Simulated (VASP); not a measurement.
A run of VASP 6.6.1 is set up as follows.

File INCAR:

```
SYSTEM = Hg
  PREC = Accurate
  ENCUT = 520
  EDIFF = 1E-7
  ISMEAR = -1
  SIGMA = 0.05
  LREAL = .False.
  LASPH = .True.
  NELM = 80
  ALGO = Normal
  ISIF = 2
  LWAVE = .False.
  LCHARG = .False.
  GGA = PE
  NBANDS = 19
```

KPOINTS

```
regular mesh
0
Gamma
  11 11 11
  0 0 0
```

File POSCAR:

```
Hg
1.0
    0.0000000000      3.8360862021      3.8360862021
    3.8360862021      0.0000000000      3.8360862021
    3.8360862021      3.8360862021      0.0000000000
Hg
2
Direct
   -0.1250000000     -0.1250000000     -0.1250000000
    0.1250000000      0.1250000000      0.1250000000
```

Potentials or basis: VASP PAW PBE potentials, release 64 (Hg).

Command:

```sh
$ cat potpaw_PBE.64/Hg/POTCAR > POTCAR
$ mpirun -np 1 vasp_std > vasp.out
```

Predict the pressure.

0.0 GPa.

Predict the band gap on the k mesh.

0.47 eV, indirect (least direct gap 2.92 eV).

Caveat: spin-orbit coupling is left out, which moves the levels of the heavy elements. A k mesh can miss the band edges.
